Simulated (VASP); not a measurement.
# WC in VASP: further runs, part 2 of 2

VASP 6.6.1.

## Step 4: Relaxation of cell and atoms, PBE

This run uses another cell than the first one, of 10.51 Å³/atom, 1.062 times its volume.

Contents of INCAR:

```
ALGO = Normal
EDIFF = 1E-6
EDIFFG = -0.01
ENCUT = 600
GGA = PE
IBRION = 2
ISIF = 3
ISMEAR = 0
LASPH = True
LCHARG = False
LREAL = False
LWAVE = False
NELM = 60
NSW = 100
PREC = Accurate
SIGMA = 0.1
```

Contents of KPOINTS:

```
k-points
0
Gamma
  18 18 16
```

Contents of POSCAR:

```
WC
1.0
    2.9209239679      0.0000000000      0.0000000000
   -1.4604619839      2.5295943587      0.0000000000
    0.0000000000      0.0000000000      2.8445438359
W C
1 1
Direct
    0.0000000000      0.0000000000      0.0000000000
    0.3333333333      0.6666666667      0.5000000000
```

The run is started by

```
> cat potpaw_PBE.64/W_sv/POTCAR potpaw_PBE.64/C/POTCAR > POTCAR
> mpirun -np 1 vasp_std > vasp.out
```

It took 3.2 min on 1 thread of Intel Xeon 8259CL, shared host; peak memory 0.25 GiB.

It converged, with:

| Property | Result |
| --- | --- |
| Free energy | -22.4506 eV |
| Relaxed volume | 10.55 Å³/atom |
| Relaxed cell | a = 2.924 Å, b = 2.924 Å, c = 2.850 Å, α = 90.00°, β = 90.00°, γ = 120.00° |
| Space group after relaxing (to 0.05 Å) | P-6m2 (No. 187) |
| Energy gained by relaxing | 0.2 meV/atom |
| Ionic steps | 3 |
| Pressure after relaxing | 0.0 GPa |
| Band gap on the k mesh | zero (band 9 reaches 11.47 eV, above the bottom of band 10 at 10.27 eV) |

Stress tensor (GPa, compression positive):
```
-0.03  0.00  0.00
 0.00 -0.03  0.00
 0.00  0.00  0.06
```

Step by step:
| step | energy change (eV) | largest force (eV/Å) | pressure (GPa) | volume (Å³) |
| --- | --- | --- | --- | --- |
| 1 | 0.0000 | 0.0000 | 1.60 | 21.02 |
| 2 | 0.0029 | 0.0000 | -4.28 | 21.34 |
| 3 | -0.0005 | 0.0000 | 0.00 | 21.10 |

Final structure:
```xyz
2
Lattice="2.9242 0.0000 0.0000 -1.4621 2.5324 0.0000 0.0000 0.0000 2.8498" Properties=species:S:1:pos:R:3 pbc="T T T"
W    -1.4621    2.5324    2.8498
C     0.0000    1.6883    1.4249
```

Levels at points of the mesh, in eV from the Fermi level:
```tsv
k point	band 5	band 6	band 7	band 8	band 9	band 10	band 11	band 12	band 13
(0.00, 0.00, 0.00)	-14.32	-4.21	-3.27	-3.27	0.10	3.16	3.16	5.54	5.54
(0.50, 0.00, 0.00)	-11.03	-6.95	-3.53	-3.49	-0.47	2.30	4.42	4.76	6.77
(0.00, 0.00, 0.50)	-10.38	-8.54	-1.98	-1.98	-0.56	-0.56	3.62	4.47	4.47
(0.50, 0.00, 0.50)	-11.18	-6.35	-4.24	-4.15	0.26	4.32	5.18	6.49	9.01
```

Caveat: spin-orbit coupling is left out, which moves the levels of the heavy elements.

## Step 5: Relaxation of shape and atoms at fixed volume, PBE (volume scaled by 0.94)

Contents of INCAR:

```
  ALGO = Normal
  EDIFF = 1E-7
  EDIFFG = -0.01
  ENCUT = 600
  GGA = PE
  IBRION = 2
  ISIF = 4
  ISMEAR = 0
  LASPH = True
  LCHARG = False
  LREAL = False
  LWAVE = False
  NELM = 60
  NSW = 50
  PREC = Accurate
  SIGMA = 0.1
```

KPOINTS is that of step 4.

Contents of POSCAR:

```
WC
1.0
    2.8596037480      0.0000000000      0.0000000000
   -1.4298018740      2.4764894905      0.0000000000
    0.0000000000      0.0000000000      2.7939509688
W C
1 1
Direct
    0.0000000000      0.0000000000      0.0000000000
    0.3333333333      0.6666666667      0.5000000000
```

The run is started by

```
> cat potpaw_PBE.64/W_sv/POTCAR potpaw_PBE.64/C/POTCAR > POTCAR
> mpirun -np 1 vasp_std > vasp.out
```

Run time: 3.3 min. Hardware: 1 thread of Intel Xeon 8259CL, shared host; peak memory 0.24 GiB.

Results (log left out):

| Quantity | Value |
| --- | --- |
| Free energy | -22.3394 eV |
| Energy gained by relaxing | 0.2 meV/atom |
| Ionic steps | 3 |
| Pressure after relaxing | 28.3 GPa |
| Band gap on the k mesh | zero (band 9 reaches 12.45 eV, above the bottom of band 10 at 11.13 eV) |

Step by step:
```tsv
step	energy change (eV)	largest force (eV/Å)	pressure (GPa)	volume (Å³)
1	0.0000	0.0000	28.44	19.79
2	0.0003	0.0000	28.13	19.79
3	-0.0003	0.0000	28.31	19.79
```

Final structure:
```
W C
1.0
     2.85679    0.00000    0.00000
    -1.42840    2.47406    0.00000
     0.00000    0.00000    2.79945
W C
1 1
Direct
  0.00000 0.00000 0.00000
  0.33333 0.66667 0.50000
```

Levels at points of the mesh, in eV from the Fermi level:
```csv
k point,band 6,band 7,band 8,band 9,band 10,band 11,band 12,band 13
"(0.00, 0.00, 0.00)",-4.62,-3.53,-3.53,0.04,3.44,3.44,5.86,5.86
"(0.50, 0.00, 0.00)",-7.26,-3.90,-3.82,-0.48,2.46,4.84,5.25,7.11
"(0.00, 0.00, 0.50)",-8.99,-2.12,-2.12,-0.67,-0.67,3.78,4.66,4.66
"(0.50, 0.00, 0.50)",-6.78,-4.56,-4.33,0.36,4.76,5.65,7.06,9.68
```

Caveat: the cell differs from its parent crystal (volume scaled by 0.94); spin-orbit coupling is left out, which moves the levels of the heavy elements.

## Step 6: Single point, PBE

This run uses another cell than the first one, of 10.54 Å³/atom, 1.066 times its volume.

Contents of INCAR:

```
PREC     = Accurate       # precision mode
ENCUT    = 600            # plane-wave cutoff, eV
EDIFF    = 1E-6           # SCF threshold, eV
ISMEAR   = 0              # smearing method
SIGMA    = 0.2            # smearing width, eV
LREAL    = F              # projectors in reciprocal space
LASPH    = T              # aspherical terms in the spheres
NELM     = 120            # most SCF steps
ALGO     = Normal         # electronic algorithm
ISIF     = 2              # what is computed and relaxed
LWAVE    = F              # write WAVECAR
LCHARG   = T              # write CHGCAR
GGA      = PE             # functional
LELF     = T              # ELF
LVHAR    = T            
NBANDS   = 16             # bands
GGA_COMPAT= F
```

Contents of KPOINTS:

```
Automatic mesh
0
Gamma
  7 7 5
```

Contents of POSCAR:

```
WC
1.0
    2.9263348885      0.0000000028      0.0000000000
   -1.4631674466      2.5342803521      0.0000000000
    0.0000000000      0.0000000000      2.8432683019
W C
1 1
Direct
    0.6666666667      0.3333333333      0.5287937305
    0.3333333333      0.6666666667      1.0289099395
```

Potentials or basis: VASP PAW PBE potentials, release 64 (W_sv, C).

The run is started by

```
> cat potpaw_PBE.64/W_sv/POTCAR potpaw_PBE.64/C/POTCAR > POTCAR
> mpirun -np 1 vasp_std > vasp.out
```

It took 4.7 s on 1 thread of Intel Xeon 6975P-C (Granite Rapids), shared host; peak memory 0.14 GiB.

It converged, with:

- Free energy: -22.4466 eV
- Pressure: 0.7 GPa
- Largest force: 0.004 eV/Å
- Band gap on the k mesh: zero (band 9 reaches 11.32 eV, above the bottom of band 10 at 10.44 eV)

Forces in eV/Å, atoms in the order of the input:
```
W    0.000  0.000  0.004
C    0.000  0.000 -0.004
```

Stress tensor (GPa, compression positive):
```
0.65 0.00 0.00
0.00 0.65 0.00
0.00 0.00 0.92
```

Levels at points of the mesh, in eV from the Fermi level:
```csv
k point,band 5,band 6,band 7,band 8,band 9,band 10,band 11,band 12,band 13,band 14
"(0.00, 0.00, 0.00)",-14.44,-4.33,-3.40,-3.40,0.02,3.06,3.06,5.45,5.45,6.13
```

Caveat: the k points lie up to 0.44 Å⁻¹ apart; spin-orbit coupling is left out, which moves the levels of the heavy elements.

## Step 7: The runs side by side

```csv
task,cell,k mesh,cutoff (eV),smearing,gap on the mesh (eV),pressure (GPa)
single point,"a = 2.857, b = 2.857, c = 2.799 Å, angles 90.0, 90.0, 120.0°, 2 atoms",18 × 18 × 16,520,gaussian 0.1 eV,none,28.4
single point,"a = 2.922, b = 2.922, c = 2.847 Å, angles 90.0, 90.0, 120.0°, 2 atoms",18 × 18 × 16,520,gaussian 0.1 eV,none,1.1
relaxation of cell and atoms,"relaxed from a = 2.921, b = 2.921, c = 2.845 Å, angles 90.0, 90.0, 120.0°, 2 atoms",18 × 18 × 16,600,gaussian 0.1 eV,none,0.0
relaxation of shape and atoms at fixed volume,"relaxed from a = 2.860, b = 2.860, c = 2.794 Å, angles 90.0, 90.0, 120.0°, 2 atoms",18 × 18 × 16,600,gaussian 0.1 eV,none,28.3
single point,"a = 2.926, b = 2.926, c = 2.843 Å, angles 90.0, 90.0, 120.0°, 2 atoms",7 × 7 × 5,600,gaussian 0.2 eV,none,0.7
```

Alike in all rows: level PBE; potentials or basis VASP PAW PBE potentials, release 64 (W_sv, C); no spin polarisation.

Caveats: some runs use coarse meshes; spin-orbit coupling is left out, which moves the levels of the heavy elements.

Total energies depend on the potentials used, so only differences within one code and one set of settings carry meaning.
